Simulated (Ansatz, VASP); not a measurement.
## AlGa3N4: VASP beside Ansatz

```
CELL_PARAMETERS angstrom
5.14235 0.00000 0.00012
0.00000 3.16498 0.00000
-0.00359 0.00000 5.47849
ATOMIC_POSITIONS crystal
Al 0.00060 0.50000 0.66736
Ga 0.49912 0.50000 0.33492
Ga 0.49903 0.00000 0.83156
Ga 0.04627 0.92460 0.16618
N 0.11967 0.50000 0.34010
N 0.11765 0.00000 0.82638
N 0.62044 0.00000 0.16622
N 0.63123 0.50000 0.66730
```

Alike in both runs: task single point; functional PBEsol; k mesh 6 × 8 × 6; occupations gaussian, width 0.05 eV; no spin polarisation.

|  | VASP | Ansatz |
| --- | --- | --- |
| version | VASP 6.6.1 | Ansatz 0.2.0 |
| potentials or method | VASP PAW PBE potentials, release 64 (Al, Ga_d, N), cutoff 520 eV | scalar-relativistic, plane waves, PAW |
| valence electrons in the cell | 62 | 62 |

|  | VASP | Ansatz | Ansatz less VASP |
| --- | --- | --- | --- |
| gap on the k mesh at the Fermi level (eV) | 2.21 | 2.19 | -0.014 |
| least direct gap on the mesh (eV) | 2.21 | 2.19 | -0.014 |
| pressure (GPa) | 3.5 | 3.8 | +0.22 |
| traceless stress, the component that is largest in VASP (GPa) | -6.89 | -7.05 | -0.154 |
| rms of the force components (eV/Å) | 1.693 | 1.721 | +0.0271 |

VASP's potentials were made for PBE, not for PBEsol. Atom by atom the forces differ by 0.031 eV/Å (rms over components).
